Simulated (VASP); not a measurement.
# Al2Cu (Fm-3m) in VASP: further runs

The runs below take Al2Cu through single point, with LDA.

Everything below comes from runs of VASP 6.6.1. Logs are shortened: lines on timing, memory, paths and dates and some standing lists are left out, and cuts for length are marked.

## Step 1: The cell of the first run

Symmetry: Fm-3m, No. 225, cubic system. Conventional cell: a = 5.670 Å, b = 5.670 Å, c = 5.670 Å, α = 90.00°, β = 90.00°, γ = 90.00°. Within 3.2 Å of Al (site symmetry -43m) lie 4 Cu at 2.46 Å and 6 Al at 2.84 Å. Cu (site symmetry m-3m) has 8 Al at 2.46 Å within 3.2 Å.

## Step 2: Single point, LDA

File INCAR:

```
PREC     = Accurate       # precision mode
ENCUT    = 520            # plane-wave cutoff, eV
EDIFF    = 1E-6           # SCF threshold, eV
ISMEAR   = 0              # smearing method
SIGMA    = 0.1            # smearing width, eV
LREAL    = F              # projectors in reciprocal space
LASPH    = T              # aspherical terms in the spheres
NELM     = 100            # most SCF steps
ALGO     = Fast           # electronic algorithm
ISIF     = 2              # what is computed and relaxed
LWAVE    = F              # write WAVECAR
LCHARG   = T              # write CHGCAR
GGA      = CA             # functional
LELF     = T              # ELF
LVHAR    = T            
NBANDS   = 16             # bands
```

File KPOINTS:

```
regular mesh
0
Gamma
  14 14 14
```

File POSCAR:

```
Al2Cu
1.0
   -2.0046693320      2.0046693320      2.8351068677
    2.0046693320     -2.0046693320      2.8351068677
    2.0046693320      2.0046693320     -2.8351068677
Al Cu
2 1
Direct
    0.7500000000      0.2500000000      0.5000000000
    0.2500000000      0.7500000000      0.5000000000
    0.5000000000      0.5000000000      0.0000000000
```

Potentials or basis: VASP PAW LDA potentials, release 64 (Al, Cu).

On the command line:

```sh
$ cat potpaw_LDA.64/Al/POTCAR potpaw_LDA.64/Cu/POTCAR > POTCAR
$ mpirun -np 1 vasp_std > vasp.out
```

OUTCAR:

```text
PREC = Accurate
   ENCUT = 520
   EDIFF = 1E-6
   ISMEAR = 0
   LREAL = F
   LASPH = T
   NELM = 100
   ISIF = 2
   GGA = CA

 ion  position               nearest neighbor table
   1  0.750  0.250  0.500-   3 2.46   3 2.46   3 2.46   3 2.46   2 2.84   2 2.84   2 2.84   2 2.84
                             2 2.84   2 2.84
   2  0.250  0.750  0.500-   3 2.46   3 2.46   3 2.46   3 2.46   1 2.84   1 2.84   1 2.84   1 2.84
                             1 2.84   1 2.84
   3  0.500  0.500  0.000-   2 2.46   1 2.46   2 2.46   1 2.46   1 2.46   2 2.46   1 2.46   2 2.46

  LATTYP: Found a body centered tetragonal cell.
 ALAT       =     4.0093386640
 C/A-ratio  =     1.4142516287

  Lattice vectors:

 A1 = (  -2.0046693320,   2.0046693320,   2.8351068677)
 A2 = (   2.0046693320,  -2.0046693320,   2.8351068677)
 A3 = (   2.0046693320,   2.0046693320,  -2.8351068677)

Analysis of symmetry for initial positions (statically):
=====================================================================
 Subroutine PRICEL returns:
 Original cell was already a primitive cell.

 Routine SETGRP: Setting up the symmetry group for a
 body centered tetragonal supercell.

 Subroutine GETGRP returns: Found 16 space group operations
 (whereof 16 operations were pure point group operations)
 out of a pool of 16 trial point group operations.

The static configuration has the point symmetry D_4h.

Analysis of symmetry for dynamics (positions and initial velocities):
=====================================================================
 Subroutine PRICEL returns:
 Original cell was already a primitive cell.

 Routine SETGRP: Setting up the symmetry group for a
 body centered tetragonal supercell.

 Subroutine GETGRP returns: Found 16 space group operations
 (whereof 16 operations were pure point group operations)
 out of a pool of 16 trial point group operations.

The dynamic configuration has the point symmetry D_4h.

 Subroutine INISYM returns: Found 16 space group operations
 (whereof 16 operations are pure point group operations),
 and found     1 'primitive' translations

----------------------------------------------------------------------------------------

                                     Primitive cell

  volume of cell :      45.5738

  direct lattice vectors                    reciprocal lattice vectors
    -2.004669332  2.004669332  2.835106868     0.000000000  0.249417693  0.176360195
     2.004669332 -2.004669332  2.835106868     0.249417693  0.000000000  0.176360195
     2.004669332  2.004669332 -2.835106868     0.249417693  0.249417693  0.000000000

  length of vectors
     4.009392624  4.009392624  4.009392624     0.305470300  0.305470300  0.352729884

  position of ions in fractional coordinates (direct lattice)
     0.750000000  0.250000000  0.500000000
     0.250000000  0.750000000  0.500000000
     0.500000000  0.500000000  0.000000000

  ion indices of the primitive-cell ions
   primitive index   ion index
                 1           1
                 2           2
                 3           3

----------------------------------------------------------------------------------------

 KPOINTS: regular mesh

Automatic generation of k-mesh.
 Grid dimensions read from file:
 generate k-points for:   14   14   14

 Generating k-lattice:

  Cartesian coordinates                     Fractional coordinates (reciprocal lattice)
     0.000000000  0.017815549  0.012597157     0.071428571  0.000000000  0.000000000
     0.017815549  0.000000000  0.012597157     0.000000000  0.071428571  0.000000000
     0.017815549  0.017815549  0.000000000     0.000000000  0.000000000  0.071428571

  Length of vectors
     0.021819307  0.021819307  0.025194992

  Shift w.r.t. Gamma in fractional coordinates (k-lattice)
     0.000000000  0.000000000  0.000000000

 Subroutine IBZKPT returns following result:
 ===========================================

 Found    244 irreducible k-points:

 Following reciprocal coordinates:
            Coordinates               Weight
  0.000000  0.000000  0.000000      1.000000
  0.071429  0.000000 -0.000000      8.000000
  0.142857  0.000000 -0.000000      8.000000
  0.214286  0.000000 -0.000000      8.000000
  0.285714 -0.000000  0.000000      8.000000
  0.357143  0.000000  0.000000      8.000000
[... 16 lines left out ...]
  0.214286  0.142857 -0.000000     16.000000
  0.285714  0.142857  0.000000     16.000000
 [... further k-points ...]
   k-points           NKPTS =    244   k-points in BZ     NKDIM =    244   number of bands    NBANDS=     16
   number of dos      NEDOS =    301   number of ions     NIONS =      3
   total plane-waves  NPLWV =  27000
   dimension x,y,z NGX =    30 NGY =   30 NGZ =   30
   dimension x,y,z NGXF=    60 NGYF=   60 NGZF=   60
   ions per type =               2   1
   NGX,Y,Z   is equivalent  to a cutoff of  12.44, 12.44, 12.44 a.u.
   NGXF,Y,Z  is equivalent  to a cutoff of  24.88, 24.88, 24.88 a.u.
 SYSTEM =  unknown system
   PREC   = accura    normal or accurate (medium, high low for compatibility)
   ISTART =      0    job   : 0-new  1-cont  2-samecut
   ICHARG =      2    charge: 1-file 2-atom 10-const
   ISPIN  =      1    spin polarized calculation?
   LNONCOLLINEAR =      F non collinear calculations
   LSORBIT =      F    spin-orbit coupling
   LASPH  =      T    aspherical Exc in radial PAW
   ENCUT  =  520.0 eV  38.22 Ry    6.18 a.u.   7.45  7.45  7.45*2*pi/ulx,y,z
   NELM   =    100;   NELMIN=  2; NELMDL= -5     # of ELM steps
   EDIFF  = 0.1E-05   stopping-criterion for ELM
   LREAL  =      F    real-space projection
   EDIFFG = 0.1E-04   stopping-criterion for IOM
   NSW    =      0    number of steps for IOM
   IBRION =     -1    ionic relax: 0-MD 1-quasi-New 2-CG
   NFREE  =      0    steps in history (QN), initial steepest desc. (CG)
   ISIF   =      2    stress and relaxation
   ISYM   =      2    0-nonsym 1-usesym 2-fastsym
   POTIM  = 0.5000    time-step for ionic-motion
   TEBEG  =    0.0;   TEEND  =   0.0 temperature during run
   PSTRESS=    0.0 pullay stress
   NELECT =      17.0000    total number of electrons
   NUPDOWN=      -1.0000    fix difference up-down
   EMIN   =  10.00;   EMAX   =-10.00  energy-range for DOS
   EFERMI =   0.00;   METHOD = LEGACY
   ISMEAR =     0;   SIGMA  =   0.10  broadening in eV -4-tet -1-fermi 0-gaus
   EFERMI_NEDOS =   21; number of points for ismear=-14 and -15
   IALGO  =     68    algorithm
   IMIX   =      4    mixing-type and parameters
     AMIX     =   0.40;   BMIX     =  1.00
     AMIX_MAG =   1.60;   BMIX_MAG =  1.00
  volume/ion in A,a.u.               =      15.19       102.52
  Fermi-wavevector in a.u.,A,eV,Ry     =   1.178473  2.226990 18.895740  1.388798
  Thomas-Fermi vector in A             =   2.314801
   LORBIT       =      0    0 simple, 1 ext, 2 COOP (PROOUT), +10 PAW based schemes
   GGA     = CA    functional components
   LHFCALC =     F    Hartree Fock is set to
   AEXX    =    0.0000 exact exchange contribution
   IVDW    =     0    specifies the selected vdW correction
   LEPSILON=     F    determine dielectric tensor
   LRPA    =     F    only Hartree local field effects (RPA)
 non-spin polarized calculation
 RMM-DIIS sequential band-by-band and
 Gauss-broadening in eV      SIGMA  =   0.10
  energy-cutoff  :      520.00
  volume of cell :       45.57
 maximum number of plane-waves:      1244
 NGX is ok and might be reduce to    30
   NGX = 15   NGY = 15   NGZ = 15

 number of electron      17.0000014 magnetization

 Free energy of the ion-electron system (eV)
  ---------------------------------------------------
  ext. energy  EPLUGINS =         0.00000000
  ---------------------------------------------------
  free energy    TOTEN  =       -13.70460587 eV

  energy without entropy =      -13.69962926  energy(sigma->0) =      -13.70211757

 E-fermi :   7.2991     XC(G=0): -10.8590

 val. band max:        7.2795730041   @ k =  -0.1429  -0.2857   0.1429
 cond. band min:       7.3300630747   @ k =   0.1429   0.0000  -0.0000
 fundamental gap:      0.0504900706
 Fermi energy:         7.2990820944

 k-point     1 :       0.0000    0.0000    0.0000
  band No.  band energies     occupation
      1      -3.1798      2.00000
      2       2.4836      2.00000
      3       2.4836      2.00000
      4       2.4837      2.00000
      5       3.0712      2.00000
      6       3.0713      2.00000
[... 8 lines left out ...]
     15      14.4286      0.00000
     16      14.4289      0.00000

 k-point     2 :       0.0714    0.0000   -0.0000
  band No.  band energies     occupation
      1      -3.1093      2.00000
      2       2.4618      2.00000
      3       2.4948      2.00000
      4       2.4948      2.00000
      5       3.0683      2.00000
      6       3.0683      2.00000
[... 8 lines left out ...]
     15      13.6599      0.00000
     16      14.2428      0.00000

 k-point     3 :       0.1429    0.0000   -0.0000
  band No.  band energies     occupation
      1      -2.8988      2.00000
      2       2.3957      2.00000
      3       2.5249      2.00000
      4       2.5249      2.00000
      5       3.0622      2.00000
      6       3.0623      2.00000
[... 8 lines left out ...]
     15      13.4624      0.00000
     16      13.9441      0.00000

 k-point     4 :       0.2143    0.0000   -0.0000
  band No.  band energies     occupation
      1      -2.5512      2.00000
      2       2.2785      2.00000
      3       2.5644      2.00000
      4       2.5645      2.00000
      5       3.0606      2.00000
      6       3.0606      2.00000
[... 8 lines left out ...]
     15      13.2661      0.00000
     16      14.7657      0.00000

 k-point     5 :       0.2857   -0.0000    0.0000
  band No.  band energies     occupation
      1      -2.0725      2.00000
      2       2.0783      2.00000
      3       2.6000      2.00000
      4       2.6000      2.00000
      5       3.0717      2.00000
      6       3.0717      2.00000
[... 8 lines left out ...]
     15      14.1508      0.00000
     16      15.8384      0.00000

 k-point     6 :       0.3571    0.0000    0.0000
  band No.  band energies     occupation
      1      -1.4765      2.00000
      2       1.7051      2.00000
      3       2.6221      2.00000
      4       2.6221      2.00000
      5       3.0965      2.00000
      6       3.0965      2.00000
[... 8 lines left out ...]
     15      15.2493      0.00000
     16      16.9782      0.00000
[... 267 lines left out ...]
 k-point    21 :      -0.0714    0.0714    0.0000
  band No.  band energies     occupation
      1      -3.0858      2.00000
      2       2.4561      2.00000
      3       2.4983      2.00000
      4       2.4984      2.00000
      5       3.0544      2.00000
      6       3.0795      2.00000
[... 8 lines left out ...]
     15      14.5381      0.00000
     16      14.5390      0.00000

 k-point    22 :       0.1429    0.1429   -0.0000
  band No.  band energies     occupation
      1      -2.4350      2.00000
      2       2.2698      2.00000
      3       2.5563      2.00000
      4       2.5963      2.00000
      5       3.0090      2.00000
      6       3.1002      2.00000
[... 8 lines left out ...]
     15      14.8805      0.00000
     16      16.1682      0.00000

 k-point    23 :       0.2143    0.1429   -0.0000
  band No.  band energies     occupation
      1      -2.0012      2.00000
      2       2.1402      2.00000
      3       2.5674      2.00000
      4       2.6473      2.00000
      5       2.9967      2.00000
      6       3.1204      2.00000
[... 8 lines left out ...]
     15      14.9087      0.00000
     16      17.3078      0.00000

 k-point    24 :       0.2857    0.1429    0.0000
  band No.  band energies     occupation
      1      -1.4446      2.00000
      2       1.9030      2.00000
      3       2.5694      2.00000
      4       2.6856      2.00000
      5       3.0116      2.00000
      6       3.1360      2.00000
[... 8 lines left out ...]
     15      14.7052      0.00000
     16      18.1802      0.00000

 [... further k-points ...]
[... 5 lines left out ...]
  --------------------------------------------------------------------------------------
  -------------------------------------------------------------------------------------
  Total        0.1037323      0.1037323      0.1029332      0.0000000     -0.0000000      0.0000000
  in kB        3.6467825      3.6467825      3.6186868      0.0000000     -0.0000000      0.0000000
  external PRESSURE =       3.6374173 kB  Pullay stress =       0.0000000 kB

 VOLUME and BASIS-vectors are now :
 -----------------------------------------------------------------------------
  energy-cutoff  :      520.00
  volume of cell :       45.57
      direct lattice vectors                 reciprocal lattice vectors
    -2.004669332  2.004669332  2.835106868     0.000000000  0.249417693  0.176360195
     2.004669332 -2.004669332  2.835106868     0.249417693  0.000000000  0.176360195
     2.004669332  2.004669332 -2.835106868     0.249417693  0.249417693  0.000000000

 POSITION                                       TOTAL-FORCE (eV/Angst)
 -----------------------------------------------------------------------------------
      0.00000      2.00467      1.41755        -0.000000     -0.000000      0.000000
      2.00467      0.00000      1.41755         0.000000      0.000000     -0.000000
      0.00000      0.00000      2.83511        -0.000000     -0.000000     -0.000000
 -----------------------------------------------------------------------------------
    total drift:                                0.000000     -0.000000      0.000000

  FREE ENERGIE OF THE ION-ELECTRON SYSTEM (eV)
  ---------------------------------------------------
  free  energy   TOTEN  =       -13.7046058718 eV

  energy  without entropy=      -13.6996292616  energy(sigma->0) =      -13.70211757
```

Run time: 95 s. Hardware: 1 thread of Intel Xeon 6975P-C (Granite Rapids), shared host; peak memory 0.28 GiB.

Results:

| Quantity | Value |
| --- | --- |
| Free energy | -13.7046 eV |
| Pressure | 0.4 GPa |
| Band gap on the k mesh | zero (an odd number of electrons rules out a gap without spin polarisation) |

## Step 3: Single point, LDA

File INCAR:

```
SYSTEM = Al2Cu
ALGO = Fast
EDIFF = 1E-6
ENCUT = 520
ISIF = 2
ISMEAR = 0
LASPH = .True.
LCHARG = .True.
LELF = .True.
LREAL = .False.
LVHAR = .True.
LWAVE = .False.
NBANDS = 16
NELM = 60
PREC = Accurate
SIGMA = 0.15
```

File KPOINTS:

```
k-points
0
Gamma
  14 14 14
  0 0 0
```

POSCAR is that of step 2.

Potentials or basis: VASP PAW LDA potentials, release 64 (Al, Cu).

On the command line:

```sh
$ cat potpaw_LDA.64/Al/POTCAR potpaw_LDA.64/Cu/POTCAR > POTCAR
$ mpirun -np 1 vasp_std > vasp.out
```

Run time: 100 s. Hardware: 1 thread of Intel Xeon 6975P-C (Granite Rapids), shared host; peak memory 0.28 GiB.

It converged, with:

| Item | Value |
| --- | --- |
| Free energy | -13.7076 eV |
| Pressure | 0.4 GPa |
| Band gap on the k mesh | zero (an odd number of electrons rules out a gap without spin polarisation) |

Levels at points of the mesh, in eV from the Fermi level:
```csv
k point,band 6,band 7,band 8,band 9,band 10,band 11,band 12,band 13
"(0.00, 0.00, 0.00)",-4.22,2.93,2.93,2.93,3.04,3.04,3.04,4.51
"(0.50, 0.00, 0.00)",-4.16,-4.16,0.61,0.61,3.02,3.02,3.97,4.49
"(0.50, 0.50, 0.00)",-4.06,-3.91,-2.04,-2.04,0.44,1.53,9.15,10.91
"(0.50, 0.50, 0.50)",-4.06,-3.91,-2.04,-2.04,0.44,1.53,9.15,10.91
```

The gap in the log of VASP goes by the Fermi energy; the results here count the filled bands.